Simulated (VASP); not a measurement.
Wanted: the native input for a VASP 6.6.1 run.

- Task: single point
- Functional: PBE
- Dispersion: D3(BJ)
- Potentials or basis: VASP PAW PBE potentials, release 64 (F_h, H_h)
- Cutoff: 1010 eV
- k mesh: 1 × 1 × 1
- Occupations: fermi-dirac, width 0.05 eV
- Spin: no spin polarisation
- Dipole correction: no
- Further INCAR settings: ALGO = Normal; EDIFF = 1e-06; NBANDS = 36

The structure of HF lies in POSCAR:

```
HF
1.0
    5.4647890000      0.0000000000      0.0000000000
    0.0000000000      5.4647890000      0.0000000000
    0.0000000000      0.0000000000      5.4647890000
F H
6 6
Direct
    1.0694099992      0.5464986846      0.4594321940
    0.8273695471     -0.0778438106      0.2214175149
    0.3007618409      0.4234930205      0.9977146419
    0.5648159517      0.8076615584      0.8742881015
    0.8546350097      0.3098564281      0.7950169714
    0.3751837445      0.1092265410      0.5281631185
    1.1536950466      0.4887837390      0.3351822001
    0.6308386289     -0.1126484481      0.0121322159
    0.3797584866      0.5748254873      0.9541264997
    0.4038765266      1.1159991722      0.7009419760
    0.8859079463      0.3937205993      0.6408298655
    0.8542141334     -0.1041394279      0.3826497235
```

The input as run:

INCAR

```
  ALGO = Normal
  EDIFF = 1E-6
  ENCUT = 1010
  GGA = PE
  GGA_COMPAT = F
  ISIF = 2
  ISMEAR = -1
  IVDW = 12
  LASPH = T
  LCHARG = F
  LREAL = F
  LWAVE = F
  NBANDS = 36
  NELM = 120
  PREC = Accurate
  SIGMA = 0.05
```

KPOINTS

```
k-points
0
Gamma
  1 1 1
```

Potentials or basis: VASP PAW PBE potentials, release 64 (F_h, H_h).

Command:

```sh
$ cat potpaw_PBE.64/F_h/POTCAR potpaw_PBE.64/H_h/POTCAR > POTCAR
$ mpirun -np 1 vasp_gam > vasp.out
```

It gave:

- Pressure: 1.4 GPa
- Largest force: 4.498 eV/Å
- Dispersion energy per atom: -0.023 eV

Caveat: the k points lie up to 1.15 Å⁻¹ apart, too coarse for converged energies, forces and pressures.

It took 55 s on 1 thread of Intel(R) Xeon(R) Platinum 8259CL CPU @ 2.50GHz (Skylake/Cascade Lake), on a shared host, peak memory 0.48 GiB.
